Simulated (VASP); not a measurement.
# Ba2Hf (Fm-3m) in VASP: single point with PBE

Aim: the single point of Ba2Hf with PBE.

All numbers are computed with VASP 6.6.1; they aren't measurements. Logs are shortened: lines on timing, memory, paths and dates and some standing lists are left out, and cuts for length are marked.

**1. The cell of the first run**

The structure is cubic, space group Fm-3m (No. 225). Conventional cell: a = 6.863 Å, b = 6.863 Å, c = 6.863 Å, α = 90.00°, β = 90.00°, γ = 90.00°. Ba (site symmetry -43m) has 4 Hf at 2.97 Å and 6 Ba at 3.43 Å within 3.9 Å. Hf (site symmetry m-3m) has 8 Ba at 2.97 Å within 3.9 Å.

**2. Single point, PBE**

File INCAR:

```
ALGO = Normal
EDIFF = 1E-6
ENCUT = 520
GGA = PE
ISIF = 2
ISMEAR = 0
LASPH = True
LCHARG = False
LREAL = False
LWAVE = False
NBANDS = 22
NELM = 100
PREC = Accurate
SIGMA = 0.1
```

File KPOINTS:

```
k-points
0
Gamma
  4 4 4
```

File POSCAR:

```
Ba2Hf
1.0
    0.0000000000      3.4313408100      3.4313408100
    3.4313408100      0.0000000000      3.4313408100
    3.4313408100      3.4313408100      0.0000000000
Ba Hf
2 1
Direct
    0.2500000000      0.2500000000      0.2500000000
    0.7500000000      0.7500000000      0.7500000000
    0.0000000000      0.0000000000      0.0000000000
```

Potentials or basis: VASP PAW PBE potentials, release 64 (Ba_sv, Hf_pv).

Command:

```
> cat potpaw_PBE.64/Ba_sv/POTCAR potpaw_PBE.64/Hf_pv/POTCAR > POTCAR
> mpirun -np 1 vasp_std > vasp.out
```

OUTCAR:

```text
EDIFF = 1E-6
   ENCUT = 520
   GGA = PE
   ISIF = 2
   ISMEAR = 0
   LASPH = True
   LREAL = False
   NELM = 100
   PREC = Accurate

 ion  position               nearest neighbor table
   1  0.250  0.250  0.250-   3 2.97   3 2.97   3 2.97   3 2.97   2 3.43   2 3.43   2 3.43   2 3.43
                             2 3.43   2 3.43
   2  0.750  0.750  0.750-   3 2.97   3 2.97   3 2.97   3 2.97   1 3.43   1 3.43   1 3.43   1 3.43
                             1 3.43   1 3.43
   3  0.000  0.000  0.000-   2 2.97   2 2.97   2 2.97   1 2.97   2 2.97   1 2.97   1 2.97   1 2.97

  LATTYP: Found a face centered cubic cell.
 ALAT       =     6.8626816200

  Lattice vectors:

 A1 = (   0.0000000000,   3.4313408100,   3.4313408100)
 A2 = (   3.4313408100,   0.0000000000,   3.4313408100)
 A3 = (   3.4313408100,   3.4313408100,   0.0000000000)

Analysis of symmetry for initial positions (statically):
=====================================================================
 Subroutine PRICEL returns:
 Original cell was already a primitive cell.

 Routine SETGRP: Setting up the symmetry group for a
 face centered cubic supercell.

 Subroutine GETGRP returns: Found 48 space group operations
 (whereof 48 operations were pure point group operations)
 out of a pool of 48 trial point group operations.

The static configuration has the point symmetry O_h .

Analysis of symmetry for dynamics (positions and initial velocities):
=====================================================================
 Subroutine PRICEL returns:
 Original cell was already a primitive cell.

 Routine SETGRP: Setting up the symmetry group for a
 face centered cubic supercell.

 Subroutine GETGRP returns: Found 48 space group operations
 (whereof 48 operations were pure point group operations)
 out of a pool of 48 trial point group operations.

The dynamic configuration has the point symmetry O_h .

 Subroutine INISYM returns: Found 48 space group operations
 (whereof 48 operations are pure point group operations),
 and found     1 'primitive' translations

----------------------------------------------------------------------------------------

                                     Primitive cell

  volume of cell :      80.8019

[... 67 lines left out ...]
   ISPIN  =      1    spin polarized calculation?
   LNONCOLLINEAR =      F non collinear calculations
   LSORBIT =      F    spin-orbit coupling
   LASPH  =      T    aspherical Exc in radial PAW
   ENCUT  =  520.0 eV  38.22 Ry    6.18 a.u.   9.02  9.02  9.02*2*pi/ulx,y,z
   NELM   =    100;   NELMIN=  2; NELMDL= -5     # of ELM steps
   EDIFF  = 0.1E-05   stopping-criterion for ELM
   LREAL  =      F    real-space projection
   EDIFFG = 0.1E-04   stopping-criterion for IOM
   NSW    =      0    number of steps for IOM
   IBRION =     -1    ionic relax: 0-MD 1-quasi-New 2-CG
   NFREE  =      0    steps in history (QN), initial steepest desc. (CG)
   ISIF   =      2    stress and relaxation
   ISYM   =      2    0-nonsym 1-usesym 2-fastsym
   POTIM  = 0.5000    time-step for ionic-motion
   TEBEG  =    0.0;   TEEND  =   0.0 temperature during run
   PSTRESS=    0.0 pullay stress
   NELECT =      30.0000    total number of electrons
   NUPDOWN=      -1.0000    fix difference up-down
   EMIN   =  10.00;   EMAX   =-10.00  energy-range for DOS
   EFERMI =   0.00;   METHOD = LEGACY
   ISMEAR =     0;   SIGMA  =   0.10  broadening in eV -4-tet -1-fermi 0-gaus
   EFERMI_NEDOS =   21; number of points for ismear=-14 and -15
   IALGO  =     38    algorithm
   IMIX   =      4    mixing-type and parameters
     AMIX     =   0.40;   BMIX     =  1.00
     AMIX_MAG =   1.60;   BMIX_MAG =  1.00
  volume/ion in A,a.u.               =      26.93       181.76
  Fermi-wavevector in a.u.,A,eV,Ry     =   1.176634  2.223516 18.836825  1.384468
  Thomas-Fermi vector in A             =   2.312994
   LORBIT       =      0    0 simple, 1 ext, 2 COOP (PROOUT), +10 PAW based schemes
   GGA     = PE    functional components
   LHFCALC =     F    Hartree Fock is set to
   AEXX    =    0.0000 exact exchange contribution
   IVDW    =     0    specifies the selected vdW correction
   LEPSILON=     F    determine dielectric tensor
   LRPA    =     F    only Hartree local field effects (RPA)
 non-spin polarized calculation
 Gauss-broadening in eV      SIGMA  =   0.10
  energy-cutoff  :      520.00
  volume of cell :       80.80
 maximum number of plane-waves:      2200
   NGX = 17   NGY = 17   NGZ = 17

 number of electron      29.9999999 magnetization

 Free energy of the ion-electron system (eV)
  ---------------------------------------------------
  ext. energy  EPLUGINS =         0.00000000
  ---------------------------------------------------
  free energy    TOTEN  =        -7.17048498 eV

  energy without entropy =       -7.16120515  energy(sigma->0) =       -7.16584507

 E-fermi :   4.7514     XC(G=0): -10.4827

 val. band max:        4.5889564525   @ k =   0.2500   0.2500   0.0000
 cond. band min:       4.8385691673   @ k =   0.2500   0.0000   0.0000
 fundamental gap:      0.2496127147
 Fermi energy:         4.7513847200

 k-point     1 :       0.0000    0.0000    0.0000
  band No.  band energies     occupation
      1     -25.8635      2.00000
      2     -25.8635      2.00000
      3     -25.8635      2.00000
      4     -23.3785      2.00000
      5     -22.5235      2.00000
      6      -9.3048      2.00000
[... 189 lines left out ...]
     21       7.9730      0.00000
     22       8.3714      0.00000

------------------------ aborting loop because EDIFF is reached ----------------------------------------

  FORCE on cell =-STRESS in cart. coord.  units (eV):
  Direction    XX          YY          ZZ          XY          YZ          ZX
  --------------------------------------------------------------------------------------
  -------------------------------------------------------------------------------------
  Total       11.0579758     11.0579758     11.0579758      0.0000000      0.0000000      0.0000000
  in kB      219.2626491    219.2626491    219.2626491      0.0000000      0.0000000      0.0000000
  external PRESSURE =     219.2626491 kB  Pullay stress =       0.0000000 kB

 VOLUME and BASIS-vectors are now :
 -----------------------------------------------------------------------------
  energy-cutoff  :      520.00
  volume of cell :       80.80
      direct lattice vectors                 reciprocal lattice vectors
     0.000000000  3.431340810  3.431340810    -0.145715634  0.145715634  0.145715634
     3.431340810  0.000000000  3.431340810     0.145715634 -0.145715634  0.145715634
     3.431340810  3.431340810  0.000000000     0.145715634  0.145715634 -0.145715634

 POSITION                                       TOTAL-FORCE (eV/Angst)
 -----------------------------------------------------------------------------------
      1.71567      1.71567      1.71567        -0.000000     -0.000000     -0.000000
      5.14701      5.14701      5.14701         0.000000      0.000000      0.000000
      0.00000      0.00000      0.00000         0.000000      0.000000      0.000000
 -----------------------------------------------------------------------------------
    total drift:                                0.000000      0.000000      0.000000

  FREE ENERGIE OF THE ION-ELECTRON SYSTEM (eV)
  ---------------------------------------------------
  free  energy   TOTEN  =        -7.1704849784 eV

  energy  without entropy=       -7.1612051520  energy(sigma->0) =       -7.16584507
```

Run time: 32 s. Hardware: 1 thread of Intel Xeon 8259CL, shared host; peak memory 0.21 GiB.

What came out:

* Free energy: -7.1705 eV
* Pressure: 21.9 GPa
* Band gap on the k mesh: zero (band 15 reaches 5.01 eV, above the bottom of band 16 at 4.36 eV)

Caveat: the k points lie up to 0.40 Å⁻¹ apart; spin-orbit coupling is left out, which moves the levels of the heavy elements.
